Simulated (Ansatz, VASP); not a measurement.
TiRh3 in VASP and in Ansatz

```
Ti Rh
1.0
     3.77035    0.00000    0.00000
     0.00000    3.77035    0.00000
     0.00000    0.00000    3.77035
Ti Rh
1 3
Direct
  0.00000 0.00000 0.00000
  0.00000 0.50000 0.50000
  0.50000 0.00000 0.50000
  0.50000 0.50000 0.00000
```

Change from the starting cell: volume scaled by 0.96.

Alike in both runs: task single point; functional LDA; k mesh 10 × 10 × 10; occupations fermi-dirac, width 0.03 eV; no spin polarisation.

|  | VASP | Ansatz |
| --- | --- | --- |
| version | VASP 6.6.1 | Ansatz 0.2.0 |
| potentials or method | VASP PAW LDA potentials, release 64 (Ti_sv, Rh_pv), cutoff 520 eV | all-electron LAPW, scalar-relativistic |

VASP gave:

* pressure (GPa): 0.8

Problem. What did Ansatz give for the same quantities?

Solution. Pressure (GPa): 0.1.

LDA's correlation is that of Perdew and Zunger in VASP and of Perdew and Wang (1992) in Ansatz. Ansatz ran all-electron here, and VASP with PAW potentials.
